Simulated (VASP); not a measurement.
Co, 2 atoms in the cell. It takes space group Fd-3m (No. 227, cubic). Conventional cell: a = 4.790 Å, b = 4.790 Å, c = 4.790 Å, α = 90.00°, β = 90.00°, γ = 90.00°. Within 2.7 Å of Co (site symmetry -43m) lie 4 Co at 2.07 Å.  This cell differs from its parent crystal: volume scaled by 0.92.

| Item | Value |
| --- | --- |
| Program | VASP 6.6.1 |
| Task | single point |
| Functional | PBE |
| Potentials or basis | VASP PAW PBE potentials, release 64 (Co) |
| Cutoff | 520 eV |
| k mesh | 12 × 12 × 12 |
| Occupations | fermi-dirac, width 0.1 eV |
| Spin | no spin polarisation |
| Dipole correction | no |
| Further INCAR settings | ALGO = Normal; EDIFF = 1e-06; NBANDS = 16 |

Potentials or basis: VASP PAW PBE potentials, release 64 (Co).

The run is started by

```bash
$ cat potpaw_PBE.64/Co/POTCAR > POTCAR
$ mpirun -np 1 vasp_std > vasp.out
```

Hardware: 1 thread of Intel Xeon 6975P-C, on a shared host.

Problem. How long does it take, and how much memory?

Solution. Wall time 21 s on 1 thread of Intel Xeon 6975P-C, with other jobs on the host, peak memory 0.17 GiB. Counts: scf iterations 12, k points 72.
